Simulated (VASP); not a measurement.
# CrCd7Te8 (F-43m) in VASP: single point with PBEsol

Aim: the single point of CrCd7Te8 with PBEsol.

All numbers are computed with VASP 6.6.1; they aren't measurements. Logs are shortened: lines on timing, memory, paths and dates and some standing lists are left out, and cuts for length are marked.

## Step 1: The cell of the first run

Symmetry: F-43m, No. 216, cubic system. Conventional cell: a = 12.960 Å, b = 12.960 Å, c = 12.960 Å, α = 90.00°, β = 90.00°, γ = 90.00°. Cr (site symmetry -43m) has 4 Te at 2.74 Å within 3.6 Å. Cd (site symmetry 2mm) has 4 Te at 2.82 Å within 3.7 Å. Cd (site symmetry -43m) has 4 Te at 2.81 Å within 3.7 Å. Te (site symmetry 3m) has 1 Cr at 2.74 Å and 3 Cd at 2.82 Å within 3.6 Å. Te (site symmetry 3m) has 4 Cd at 2.81 to 2.82 Å within 3.7 Å.

## Step 2: Single point, PBEsol, collinear spin

Contents of INCAR:

```
SYSTEM = CrCd7Te8
  PREC = Accurate
  ENCUT = 520
  EDIFF = 1E-6
  ISMEAR = 0
  SIGMA = 0.05
  LREAL = Auto
  LASPH = .True.
  NELM = 150
  ALGO = Normal
  ISIF = 2
  LWAVE = .False.
  LCHARG = .True.
  ISPIN = 2
  MAGMOM = 3.97 0.01 0.01 0.01 0.01 0.01 0.01 0 -0.05 -0.05 -0.05 0 -0.05 0 0 0
  LORBIT = 11
  LMAXMIX = 4
  GGA = PS
  LELF = .True.
  LVHAR = .True.
  NBANDS = 90
```

Contents of KPOINTS:

```
regular mesh
0
Gamma
  2 2 2
  0 0 0
```

Contents of POSCAR:

```
CrCd7Te8
1.0
    0.0000000000      6.4800000000      6.4800000000
    6.4800000000      0.0000000000      6.4800000000
    6.4800000000      6.4800000000      0.0000000000
Cr Cd Te
1 7 8
Direct
    0.0000000000      0.0000000000      1.0000000000
    0.0016470154      0.0016470154      0.4983529846
    0.0016470154      0.4983529846      0.0016470154
    0.0016470154      0.4983529846      0.4983529846
    0.4983529846      0.0016470154      0.0016470154
    0.4983529846      0.0016470154      0.4983529846
    0.4983529846      0.4983529846      0.0016470154
    0.5000000000      0.5000000000      0.5000000000
    0.1222220879      0.1222220879      0.1222220879
    0.1222220879      0.1222220879      0.6333337362
    0.1222220879      0.6333337362      0.1222220879
    0.1247385481      0.6250871506      0.6250871506
    0.6333337362      0.1222220879      0.1222220879
    0.6250871506      0.1247385481      0.6250871506
    0.6250871506      0.6250871506      0.1247385481
    0.6250871506      0.6250871506      0.6250871506
```

Potentials or basis: VASP PAW PBE potentials, release 64 (Cr_pv, Cd, Te).

On the command line:

```bash
cat potpaw_PBE.64/Cr_pv/POTCAR potpaw_PBE.64/Cd/POTCAR potpaw_PBE.64/Te/POTCAR > POTCAR
mpirun -np 1 vasp_std > vasp.out
```

OUTCAR:

```text
SYSTEM = CrCd7Te8
   PREC = Accurate
   ENCUT = 520
   EDIFF = 1E-6
   ISMEAR = 0
   LREAL = Auto
   LASPH = .True.
   NELM = 150
   ISIF = 2
   ISPIN = 2
   LORBIT = 11
   GGA = PS

 ion  position               nearest neighbor table
   1  0.000  0.000  0.000-   9 2.74  10 2.74  11 2.74  13 2.74
   2  0.002  0.002  0.498-  10 2.82   9 2.82  12 2.82  14 2.82
   3  0.002  0.498  0.002-  11 2.82   9 2.82  12 2.82  15 2.82
   4  0.002  0.498  0.498-  10 2.82  11 2.82  12 2.82  16 2.82
   5  0.498  0.002  0.002-  13 2.82   9 2.82  14 2.82  15 2.82
   6  0.498  0.002  0.498-  10 2.82  13 2.82  14 2.82  16 2.82
[... 8 lines left out ...]
  15  0.625  0.625  0.125-   8 2.81   7 2.82   3 2.82   5 2.82
  16  0.625  0.625  0.625-   8 2.81   6 2.82   7 2.82   4 2.82

  LATTYP: Found a face centered cubic cell.
 ALAT       =    12.9600000000

  Lattice vectors:

 A1 = (   0.0000000000,   6.4800000000,   6.4800000000)
 A2 = (   6.4800000000,   0.0000000000,   6.4800000000)
 A3 = (   6.4800000000,   6.4800000000,   0.0000000000)

Analysis of symmetry for initial positions (statically):
=====================================================================
 Subroutine PRICEL returns:
 Original cell was already a primitive cell.

 Routine SETGRP: Setting up the symmetry group for a
 face centered cubic supercell.

 Subroutine GETGRP returns: Found 24 space group operations
 (whereof 24 operations were pure point group operations)
 out of a pool of 48 trial point group operations.

The static configuration has the point symmetry T_d .

Analysis of symmetry for dynamics (positions and initial velocities):
=====================================================================
 Subroutine PRICEL returns:
 Original cell was already a primitive cell.

 Routine SETGRP: Setting up the symmetry group for a
 face centered cubic supercell.

 Subroutine GETGRP returns: Found 24 space group operations
 (whereof 24 operations were pure point group operations)
 out of a pool of 48 trial point group operations.

The dynamic configuration has the point symmetry T_d .

Analysis of structural, dynamic, and magnetic symmetry:
=====================================================================
 Subroutine PRICEL returns:
 Original cell was already a primitive cell.

 Routine SETGRP: Setting up the symmetry group for a
 face centered cubic supercell.

 Subroutine GETGRP returns: Found 24 space group operations
 (whereof 24 operations were pure point group operations)
 out of a pool of 48 trial point group operations.

The overall configuration has the point symmetry T_d .

 Subroutine INISYM returns: Found 24 space group operations
 (whereof 24 operations are pure point group operations),
 and found     1 'primitive' translations

----------------------------------------------------------------------------------------

                                     Primitive cell

  volume of cell :     544.1956

  direct lattice vectors                    reciprocal lattice vectors
     0.000000000  6.480000000  6.480000000    -0.077160494  0.077160494  0.077160494
     6.480000000  0.000000000  6.480000000     0.077160494 -0.077160494  0.077160494
     6.480000000  6.480000000  0.000000000     0.077160494  0.077160494 -0.077160494

  length of vectors
     9.164103884  9.164103884  9.164103884     0.133645896  0.133645896  0.133645896

  position of ions in fractional coordinates (direct lattice)
     0.000000000  0.000000000  0.000000000
     0.001647015  0.001647015  0.498352985
     0.001647015  0.498352985  0.001647015
     0.001647015  0.498352985  0.498352985
     0.498352985  0.001647015  0.001647015
     0.498352985  0.001647015  0.498352985
[... 8 lines left out ...]
     0.625087151  0.625087151  0.124738548
     0.625087151  0.625087151  0.625087151

  ion indices of the primitive-cell ions
   primitive index   ion index
                 1           1
                 2           2
                 3           3
                 4           4
                 5           5
                 6           6
[... 8 lines left out ...]
                15          15
                16          16

[... 33 lines left out ...]
   total plane-waves  NPLWV = 343000
   dimension x,y,z NGX =    70 NGY =   70 NGZ =   70
   dimension x,y,z NGXF=   140 NGYF=  140 NGZF=  140
   ions per type =               1   7   8
   NGX,Y,Z   is equivalent  to a cutoff of  12.70, 12.70, 12.70 a.u.
   NGXF,Y,Z  is equivalent  to a cutoff of  25.40, 25.40, 25.40 a.u.
 SYSTEM =  CrCd7Te8
   PREC   = accura    normal or accurate (medium, high low for compatibility)
   ISTART =      0    job   : 0-new  1-cont  2-samecut
   ICHARG =      2    charge: 1-file 2-atom 10-const
   ISPIN  =      2    spin polarized calculation?
   LNONCOLLINEAR =      F non collinear calculations
   LSORBIT =      F    spin-orbit coupling
   LASPH  =      T    aspherical Exc in radial PAW
   ENCUT  =  520.0 eV  38.22 Ry    6.18 a.u.  17.04 17.04 17.04*2*pi/ulx,y,z
   NELM   =    150;   NELMIN=  2; NELMDL= -5     # of ELM steps
   EDIFF  = 0.1E-05   stopping-criterion for ELM
   LREAL  =      T    real-space projection
   EDIFFG = 0.1E-04   stopping-criterion for IOM
   NSW    =      0    number of steps for IOM
   IBRION =     -1    ionic relax: 0-MD 1-quasi-New 2-CG
   NFREE  =      0    steps in history (QN), initial steepest desc. (CG)
   ISIF   =      2    stress and relaxation
   ISYM   =      2    0-nonsym 1-usesym 2-fastsym
   POTIM  = 0.5000    time-step for ionic-motion
   TEBEG  =    0.0;   TEEND  =   0.0 temperature during run
   PSTRESS=    0.0 pullay stress
   NELECT =     144.0000    total number of electrons
   NUPDOWN=      -1.0000    fix difference up-down
   EMIN   =  10.00;   EMAX   =-10.00  energy-range for DOS
   EFERMI =   0.00;   METHOD = LEGACY
   ISMEAR =     0;   SIGMA  =   0.05  broadening in eV -4-tet -1-fermi 0-gaus
   EFERMI_NEDOS =   21; number of points for ismear=-14 and -15
   IALGO  =     38    algorithm
   IMIX   =      4    mixing-type and parameters
     AMIX     =   0.40;   BMIX     =  1.00
     AMIX_MAG =   1.60;   BMIX_MAG =  1.00
  volume/ion in A,a.u.               =      34.01       229.53
  Fermi-wavevector in a.u.,A,eV,Ry     =   1.051019  1.986138 15.029559  1.104641
  Thomas-Fermi vector in A             =   2.186046
   LORBIT       =     11    0 simple, 1 ext, 2 COOP (PROOUT), +10 PAW based schemes
   GGA     = PS    functional components
   LHFCALC =     F    Hartree Fock is set to
   AEXX    =    0.0000 exact exchange contribution
   IVDW    =     0    specifies the selected vdW correction
   LEPSILON=     F    determine dielectric tensor
   LRPA    =     F    only Hartree local field effects (RPA)
 spin polarized calculation
 Gauss-broadening in eV      SIGMA  =   0.05
  energy-cutoff  :      520.00
  volume of cell :      544.20
 maximum number of plane-waves:     14649
 NGX is ok and might be reduce to    70
   NGX = 35   NGY = 35   NGZ = 35

 number of electron     143.9999999 magnetization       4.0000215

 Free energy of the ion-electron system (eV)
  ---------------------------------------------------
  ext. energy  EPLUGINS =         0.00000000
  ---------------------------------------------------
  free energy    TOTEN  =       -50.80872751 eV

  energy without entropy =      -50.79532093  energy(sigma->0) =      -50.80202422

 E-fermi :   2.8868     XC(G=0):  -8.7422

 val. band max:        2.6791743440   @ k =   0.5000   0.5000   0.0000
 cond. band min:       2.8980719024   @ k =   0.5000   0.0000   0.0000
 fundamental gap:      0.2188975585
 Fermi energy:         2.8868068774

 spin component 1

 k-point     1 :       0.0000    0.0000    0.0000
  band No.  band energies     occupation
      1     -40.9163      1.00000
      2     -40.9163      1.00000
      3     -40.9163      1.00000
      4      -8.8412      1.00000
      5      -8.4384      1.00000
      6      -8.4178      1.00000
[... 250 lines left out ...]
     83       5.9098      0.00000
     84       6.4748      0.00000
 Fermi energy:         2.8868068774

 spin component 2

 k-point     1 :       0.0000    0.0000    0.0000
  band No.  band energies     occupation
      1     -37.2912      1.00000
      2     -37.2912      1.00000
      3     -37.2912      1.00000
      4      -8.8429      1.00000
      5      -8.4411      1.00000
      6      -8.4279      1.00000
[... 250 lines left out ...]
     83       6.4552      0.00000
     84       6.4737      0.00000
 [bands above 84 left out]

------------------------ aborting loop because EDIFF is reached ----------------------------------------

  FORCE on cell =-STRESS in cart. coord.  units (eV):
  Direction    XX          YY          ZZ          XY          YZ          ZX
  --------------------------------------------------------------------------------------
  -------------------------------------------------------------------------------------
  Total       -1.0686271     -1.0686271     -1.0686271     -0.0000000     -0.0000000      0.0000000
  in kB       -3.1461667     -3.1461667     -3.1461667     -0.0000000     -0.0000000      0.0000000
  external PRESSURE =      -3.1461667 kB  Pullay stress =       0.0000000 kB

 VOLUME and BASIS-vectors are now :
 -----------------------------------------------------------------------------
  energy-cutoff  :      520.00
  volume of cell :      544.20
      direct lattice vectors                 reciprocal lattice vectors
     0.000000000  6.480000000  6.480000000    -0.077160494  0.077160494  0.077160494
     6.480000000  0.000000000  6.480000000     0.077160494 -0.077160494  0.077160494
     6.480000000  6.480000000  0.000000000     0.077160494  0.077160494 -0.077160494

 POSITION                                       TOTAL-FORCE (eV/Angst)
 -----------------------------------------------------------------------------------
      0.00000      0.00000      0.00000         0.000000      0.000000      0.000000
      3.24000      3.24000      0.02135         0.000000      0.000000     -0.032321
      3.24000      0.02135      3.24000         0.000000     -0.032321      0.000000
      6.45865      3.24000      3.24000         0.032321      0.000000      0.000000
      0.02135      3.24000      3.24000        -0.032321      0.000000      0.000000
      3.24000      6.45865      3.24000         0.000000      0.032321      0.000000
[... 8 lines left out ...]
      4.85887      4.85887      8.10113        -0.010435     -0.010435      0.010435
      8.10113      8.10113      8.10113         0.010435      0.010435      0.010435
 -----------------------------------------------------------------------------------
    total drift:                               -0.000001     -0.000001     -0.000001

  FREE ENERGIE OF THE ION-ELECTRON SYSTEM (eV)
  ---------------------------------------------------
  free  energy   TOTEN  =       -50.8087275095 eV

  energy  without entropy=      -50.7953209310  energy(sigma->0) =      -50.80202422

 total charge

# of ion       s       p       d       tot
------------------------------------------
    1        0.235   6.156   4.116  10.507
    2        0.469   0.314   9.527  10.310
    3        0.469   0.314   9.527  10.310
    4        0.469   0.314   9.527  10.310
    5        0.469   0.314   9.527  10.310
    6        0.469   0.314   9.527  10.310
[... 8 lines left out ...]
   15        1.347   2.055   0.020   3.423
   16        1.347   2.055   0.020   3.423
--------------------------------------------------
tot         14.294  24.775  70.987 110.057

 magnetization (x)

# of ion       s       p       d       tot
------------------------------------------
    1        0.037   0.037   3.591   3.665
    2        0.007   0.003  -0.002   0.008
    3        0.007   0.003  -0.002   0.008
    4        0.007   0.003  -0.002   0.008
    5        0.007   0.003  -0.002   0.008
    6        0.007   0.003  -0.002   0.008
[... 8 lines left out ...]
   15        0.000  -0.004   0.000  -0.003
   16        0.000  -0.004   0.000  -0.003
--------------------------------------------------
tot          0.078  -0.183   3.607   3.503
```

Run time: 15 min. Hardware: 1 thread of Intel Xeon Platinum 8259CL at 2.50GHz (Skylake/Cascade Lake), shared host; peak memory 1.1 GiB.

Results:

* Free energy: -50.8087 eV
* Pressure: -0.3 GPa
* Largest force: 0.321 eV/Å
* Band gap on the k mesh: zero (filled and empty bands overlap)
* Net moment: 4.00 μB per cell
* Site moments: Cr +3.67; Cd +0.01, -0.00 (each value once); Te -0.05, -0.00 (each value once) μB
* Valence electrons inside the program's atomic spheres: Cr 10.51; Cd 10.31, 10.32 (each value once); Te 3.42

Forces on the atoms (eV/Å):
```
Cr   0.000  0.000  0.000
Cd   0.000  0.000 -0.032
Cd   0.000 -0.032  0.000
Cd   0.032  0.000  0.000
Cd  -0.032  0.000  0.000
Cd   0.000  0.032  0.000
Cd   0.000  0.000  0.032
Cd   0.000  0.000  0.000
Te  -0.185 -0.185 -0.185
Te   0.185  0.185 -0.185
Te   0.185 -0.185  0.185
Te   0.010 -0.010 -0.010
Te  -0.185  0.185  0.185
Te  -0.010  0.010 -0.010
Te  -0.010 -0.010  0.010
Te   0.010  0.010  0.010
```

Levels at points of the mesh, in eV from the Fermi level:
Spin up:
```csv
k point,band 69,band 70,band 71,band 72,band 73,band 74,band 75,band 76,band 77,band 78
"(0.00, 0.00, 0.00)",-0.90,-0.90,-0.80,-0.80,0.19,0.21,0.21,0.21,1.19,1.19
"(0.50, 0.00, 0.00)",-1.12,-1.12,-0.78,-0.78,-0.69,0.01,0.01,1.37,1.47,2.32
"(0.50, 0.50, 0.00)",-1.47,-1.33,-1.08,-0.70,-0.66,-0.21,-0.21,2.36,2.41,2.51
```
Spin down:
```csv
k point,band 68,band 69,band 70,band 71,band 72,band 73
"(0.00, 0.00, 0.00)",-0.74,-0.74,-0.74,0.24,1.14,1.14
"(0.50, 0.00, 0.00)",-1.28,-0.99,-0.99,1.31,1.53,1.62
"(0.50, 0.50, 0.00)",-1.43,-1.43,-1.34,1.63,1.68,2.12
```

Caveat: the k points lie up to 0.42 Å⁻¹ apart; the PAW data sets were made with another functional, which shifts forces and pressure a little; spin-orbit coupling is left out, which moves the levels of the heavy elements; a cell with one magnetic atom can't hold antiferromagnetic order, which such compounds often take.

The gap in the log of VASP goes by the Fermi energy; the results here count the filled bands.